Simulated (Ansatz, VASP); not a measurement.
**Two plane-wave programs on Na4H**

```xyz
10
Lattice="7.2665 0.0000 0.0000 -2.4222 6.8509 0.0000 0.0000 0.0000 20.9665" Properties=species:S:1:pos:R:3 pbc="T T T"
Na    1.2111    1.7127    4.0000
Na    0.0000    5.1382    4.0000
Na    4.8443    1.7127    4.0000
Na    3.6333    5.1382    4.0000
Na    0.0000    0.0000    6.9665
Na   -1.2111    3.4255    6.9665
Na    3.6333    0.0000    6.9665
Na    2.4222    3.4255    6.9665
H    -0.7138    2.2836    8.3765
H     1.5212    2.2836    8.3765
```

Alike in both runs: task single point; functional PBE; k mesh 4 × 4 × 1; occupations gaussian, width 0.1 eV; no spin polarisation.

```csv
,VASP,Ansatz
version,VASP 6.6.1,Ansatz 0.2.0
potentials or method,"VASP PAW PBE potentials, release 64 (Na_pv, H), cutoff 400 eV","scalar-relativistic, plane waves, PAW"
valence electrons in the cell,58,74
```

Ansatz gave:

```
gap on the k mesh at the Fermi level (eV) : none
rms of the force components (eV/Å)        : 0.238
```

Problem. Which values does VASP return?

Solution. gap on the k mesh at the Fermi level (eV): none; rms of the force components (eV/Å): 0.239.

Atom by atom the forces differ by 0.005 eV/Å (rms over components). A gap of «none» marks a metal or a gap that the smearing closes. VASP's potentials hold 58 valence electrons a cell and Ansatz's 74, so a difference there can come from the potentials and not from the codes.
